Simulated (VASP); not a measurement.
Runs of VASP 6.6.1 on Si2N. The structure is that of space group P4_2/mnm (No. 136), or close to it. The cells are those of the table. 

```csv
task,cell,k mesh,cutoff (eV),gap on the mesh (eV),pressure (GPa),largest force (eV/Å)
single point,"a = 6.397, b = 6.397, c = 2.544 Å, 6 atoms",6 × 6 × 14,520,none,0.1,(a)
relaxation of cell and atoms,"relaxed from a = 4.171, b = 4.171, c = 2.542 Å, 6 atoms",6 × 6 × 8,600,none,0.0,0.03
single point,"a = 4.171, b = 4.171, c = 2.542 Å, 6 atoms",4 × 4 × 8,520,none,148.3,1.93
single point,"a = 6.382, b = 6.382, c = 2.558 Å, 6 atoms",6 × 6 × 8,520,none,0.2,(b)
```

Alike in all rows: level PBEsol; potentials or basis VASP PAW PBE potentials, release 64 (Si, N); no spin polarisation; smearing gaussian 0.1 eV.

Fill in the values left out.

(a) 0.01; (b) 0.02.

Caveats: some runs use coarse meshes; the PAW data sets were made with another functional, which shifts forces and pressure a little; the relaxation stopped at a loose force limit of 0.05 eV/Å, so its end isn't a converged minimum (some runs).

A gap of «none» marks levels without a gap at the run's occupations.
